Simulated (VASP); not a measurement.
# NaP6: single point with PBE

Crystal: NaP6.

```
Na P
1.0
     0.00000    4.55041    4.55041
     4.55041    0.00000    4.55041
     4.55041    4.55041    0.00000
Na P
1 6
Cartesian
  0.0000 0.0000 0.0000
  2.8771 4.5504 4.5504
  6.2237 4.5504 4.5504
  4.5504 2.8771 4.5504
  4.5504 6.2237 4.5504
  4.5504 4.5504 2.8771
  4.5504 4.5504 6.2237
```

This cell differs from its parent crystal: atoms taken out.

- Program: VASP 6.6.1
- Task: single point
- Functional: PBE
- Potentials or basis: VASP PAW PBE potentials, release 64 (Na_pv, P)
- Cutoff: 520 eV
- k mesh: 8 × 8 × 8
- Occupations: gaussian, width 0.1 eV
- Spin: no spin polarisation

The pressure is -0.3 GPa, the largest force is 0.085 eV/Å and the band gap on the k mesh is zero (an odd number of electrons rules out a gap without spin polarisation).

Forces on the atoms (eV/Å):
```
Na   0.000  0.000  0.000
P    0.085  0.000  0.000
P   -0.085  0.000  0.000
P    0.000  0.085  0.000
P    0.000 -0.085  0.000
P    0.000  0.000  0.085
P    0.000  0.000 -0.085
```

Levels at points of the mesh, in eV from the Fermi level:
```csv
k point,band 17,band 18,band 19,band 20,band 21,band 22
"(0.00, 0.00, 0.00)",0.23,0.23,0.23,2.36,2.36,2.36
"(0.50, 0.00, 0.00)",-0.75,-0.75,0.25,0.38,1.80,1.80
"(0.50, 0.50, 0.00)",-0.52,-0.43,-0.43,0.23,0.80,1.99
```

It took 62 s on 1 thread of Intel(R) Xeon(R) 6975P-C (Granite Rapids) (shared host), peak memory 0.37 GiB.

Caveat: the cell differs from its parent crystal (atoms taken out).
